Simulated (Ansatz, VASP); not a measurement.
## Ge32H19N: VASP beside Ansatz

```xyz
52
Lattice="8.0016 8.0016 0.0000 -8.0016 8.0016 0.0000 0.0000 0.0000 20.9129" Properties=species:S:1:pos:R:3 pbc="T T T"
Ge   -5.0110    0.0026    7.1649
Ge    1.0398   -4.0466    7.1697
Ge    0.8444    0.0069    7.5609
Ge    1.0413    4.0559    7.1670
Ge    3.4921   -3.9884    8.0039
Ge    3.3960   -0.0013    7.4939
Ge    3.4923    3.9932    8.0009
Ge    8.5377    0.0050    8.0094
Ge   -4.0548    2.1217    6.3554
Ge    0.0633   -1.9668    6.2962
Ge    0.0675    1.9762    6.2897
Ge    0.0448    6.1442    6.3431
Ge    3.9272   -2.1113    6.3335
Ge    3.9307    2.1113    6.3354
Ge    3.9442    5.8843    6.3521
Ge    8.0500    1.8653    6.3397
Ge   -2.0170    2.0003    4.9150
Ge    2.0325   -2.0072    4.7784
Ge    2.0383    2.0071    4.7768
Ge    2.0075    5.9966    4.7871
Ge    5.9847   -2.0040    4.9300
Ge    5.9867    2.0048    4.9301
Ge    5.9837    6.0024    4.9153
Ge   10.0121    2.0046    4.7878
Ge   -2.0004    0.0000    3.4394
Ge    2.0004   -4.0008    3.4394
Ge    2.0004    0.0000    3.4394
Ge    2.0004    4.0008    3.4394
Ge    6.0012   -4.0008    3.4394
Ge    6.0012    0.0000    3.4394
Ge    6.0012    4.0008    3.4394
Ge   10.0020    0.0000    3.4394
H    -0.7838    0.0000    2.5000
H    -3.2170    0.0000    2.5000
H     3.2170   -4.0008    2.5000
H     0.7838   -4.0008    2.5000
H     3.2170    0.0000    2.5000
H     0.7838    0.0000    2.5000
H     3.2170    4.0008    2.5000
H     0.7838    4.0008    2.5000
H     7.2178   -4.0008    2.5000
H     4.7846   -4.0008    2.5000
H     7.2178    0.0000    2.5000
H     4.7846    0.0000    2.5000
H     7.2178    4.0008    2.5000
H     4.7846    4.0008    2.5000
H    11.2186    0.0000    2.5000
H     8.7854    0.0000    2.5000
H     0.2358    0.0079    8.9934
H     4.4306    0.8389    9.5683
H     4.5896   -0.8136    9.4905
N     3.9815   -0.0261    9.2693
```

Alike in both runs: task single point; functional PBEsol; k mesh 1 × 1 × 1; occupations gaussian, width 0.03 eV; no spin polarisation.

```csv
,VASP,Ansatz
version,VASP 6.6.1,Ansatz 0.2.0
potentials or method,"VASP PAW PBE potentials, release 64 (Ge_d, H, N)","scalar-relativistic, plane waves, PAW"
plane-wave cutoff (eV),520,420
valence electrons in the cell,472,472
```

Ansatz gave:

```
rms of the force components (eV/Å) : 0.149
```

Q: Estimate VASP's values.

A: rms of the force components (eV/Å): 0.148.

VASP's potentials were made for PBE, not for PBEsol. The functional is the same, so the differences come from potentials, cutoffs and numerics.
